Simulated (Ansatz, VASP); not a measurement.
# C: VASP beside Ansatz

```
CELL_PARAMETERS angstrom
1.70625 0.00000 0.00000
0.00000 6.31177 0.00000
0.00000 0.00000 17.97020
ATOMIC_POSITIONS crystal
C 0.00000 0.75000 0.46369
C 0.50000 0.25000 0.46371
C 0.50000 0.75000 0.53629
C 0.00000 0.25000 0.53631
```

Alike in both runs: task single point; functional PBEsol; k mesh 19 × 5 × 1; occupations fermi-dirac, width 0.05 eV; no spin polarisation.

```csv
,VASP,Ansatz
version,VASP 6.6.1,Ansatz 0.2.0
potentials or method,"VASP PAW PBE potentials, release 64 (C), cutoff 520 eV","all-electron LAPW, scalar-relativistic"
```

Ansatz gave:

| Item | Value |
| --- | --- |
| rms of the force components (eV/Å) | 0.006 |

What did VASP give for the same quantities?

rms of the force components (eV/Å): 0.051.

VASP's potentials were made for PBE, not for PBEsol. Atom by atom the forces differ by 0.046 eV/Å (rms over components). Ansatz ran all-electron here, and VASP with PAW potentials. Ansatz's warnings: slab cell height set, structure snapped to symmetry.
